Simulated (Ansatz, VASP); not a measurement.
## Ga4As3N: VASP beside Ansatz

The input POSCAR:

```
Ga4As3N
1.0
   -2.6940485724      2.6940485724      5.3068335635
    2.6940485724     -2.6940485724      5.3068335635
    2.6940485724      2.6940485724     -5.3068335635
N Ga As
1 4 3
Direct
    0.0000000000      0.0000000000      0.0000000000
    0.6757337504      0.6757337504      0.5757609130
    0.9000271626      0.3242662496      0.0000000000
    0.0999728374      0.0999728374      0.4242390870
    0.3242662496      0.9000271626      0.0000000000
    0.2500000000      0.7500000000      0.5000000000
    0.5000000000      0.5000000000      0.0000000000
    0.7500000000      0.2500000000      0.5000000000
```

Contents of INCAR.step1:

```
SYSTEM = Ga4As3N
  PREC = Accurate
  ENCUT = 520
  ISMEAR = 0
  SIGMA = 0.01
  LREAL = .FALSE.
  LASPH = .TRUE.
  NELM = 80
  NBANDS = 46
  GGA = PE
  ALGO = Normal
  EDIFF = 1E-4
  LWAVE = .TRUE.
  LCHARG = .FALSE.
```

Contents of INCAR.step2:

```
SYSTEM = Ga4As3N
  PREC = Accurate
  ENCUT = 520
  EDIFF = 1E-6
  ISMEAR = 0
  SIGMA = 0.01
  LREAL = .FALSE.
  LASPH = .TRUE.
  NELM = 80
  ALGO = Normal
  ISIF = 2
  LWAVE = .FALSE.
  LCHARG = .FALSE.
  METAGGA = R2SCAN
  LMIXTAU = .TRUE.
  NBANDS = 46
  ISTART = 1
```

The input KPOINTS:

```
regular mesh
0
G
  6 6 6
  0 0 0
```

Input for Ansatz:

```yaml
crystal:
  lattice:
    - [-2.6940485724, 2.6940485724, 5.3068335635]
    - [2.6940485724, -2.6940485724, 5.3068335635]
    - [2.6940485724, 2.6940485724, -5.3068335635]
  atoms:
    - { symbol: "N", position: [0.0, 0.0, 0.0] }
    - { symbol: Ga, position: [0.6757337504, 0.6757337504, 0.575760913] }
    - { symbol: As, position: [0.25, 0.75, 0.5] }
    - { symbol: Ga, position: [0.9000271626, 0.3242662496, 0.0] }
    - { symbol: As, position: [0.5, 0.5, 0.0] }
    - { symbol: Ga, position: [0.0999728374, 0.0999728374, 0.424239087] }
    - { symbol: As, position: [0.75, 0.25, 0.5] }
    - { symbol: Ga, position: [0.3242662496, 0.9000271626, 0.0] }
kpoints:
  mp_grid: { grid: [6, 6, 6] }
  band_path:
    path:
      - [0.0, 0.0, 0.0]
      - [0.0, 0.0, 0.5]
      - [0.25, 0.25, 0.25]
      - [0.0, 0.5, 0.0]
      - [0.5, 0.5, -0.5]
      - [0.3144287814, 0.6855712186, -0.3144287814]
      - [-0.3144287814, 0.3144287814, 0.3144287814]
      - [-0.1288575629, 0.1288575629, 0.5]
      - [0.5, 0.5, -0.1288575629]
      - [-0.020833, 0.015625, -0.015625]
    npoints: 1
hamiltonian:
  xc: r2scan
scf:
  occupations: { method: fixed }
  n_extra_bands: 6
output:
  forces: true
  stress: true
  eigenvalues: true
  write_density: true
  write_potential: true
  elf: true
  volumetric_format: npy
```

Alike in both runs: task single point; functional r2SCAN; k mesh 6 × 6 × 6; no spin polarisation.

|  | VASP | Ansatz |
| --- | --- | --- |
| version | VASP 6.6.1 | Ansatz 0.2.0 |
| potentials or method | VASP PAW PBE potentials, release 64 (N, Ga_d, As) | plane waves, PAW |
| plane-wave cutoff (eV) | 520 | 500 |
| occupations | gaussian, width 0.01 eV | fixed |
| valence electrons in the cell | 72 | 102 |

```csv
,VASP,Ansatz,Ansatz less VASP
gap on the k mesh at the Fermi level (eV),0.51,0.53,+0.013
pressure (GPa),0.2,0.0,-0.22
rms of the force components (eV/Å),0.018,0.000,-0.0178
```

VASP's potentials were made for PBE, not for r2SCAN. VASP's potentials hold 72 valence electrons a cell and Ansatz's 102, so a difference there can come from the potentials and not from the codes.
